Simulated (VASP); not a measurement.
Here is a VASP 6.6.1 calculation.

Contents of INCAR:

```
PREC = Accurate
ENCUT = 500
EDIFF = 1E-7
ISMEAR = -1
SIGMA = 0.08
LREAL = False
LASPH = True
NELM = 120
ALGO = Normal
ISIF = 3
LWAVE = False
LCHARG = False
GGA = PE
IBRION = 2
NSW = 60
EDIFFG = -0.005
GGA_COMPAT = False
NELMIN = 4
```

Contents of KPOINTS:

```
Automatic mesh
0
Gamma
  10 10 10
```

Contents of POSCAR:

```
Sb
1.0
    0.0000000000      3.2710663102      3.2710663102
    3.2710663102      0.0000000000      3.2710663102
    3.2710663102      3.2710663102      0.0000000000
Sb
2
Direct
   -0.1250000000     -0.1250000000     -0.1250000000
    0.1250000000      0.1250000000      0.1250000000
```

Potentials or basis: VASP PAW PBE potentials, release 64 (Sb).

Run with:

```console
$ cat potpaw_PBE.64/Sb/POTCAR > POTCAR
$ mpirun -np 1 vasp_std > vasp.out
```

(1) What does it give for the relaxed cell?

(2) Predict the band gap on the k mesh.

Results:

(1) a = 4.942 Å, b = 4.942 Å, c = 4.942 Å, α = 60.00°, β = 60.00°, γ = 60.00°.

(2) zero (band 5 reaches 4.47 eV, above the bottom of band 6 at 3.42 eV).

Caveat: spin-orbit coupling is left out, which moves the levels of the heavy elements.
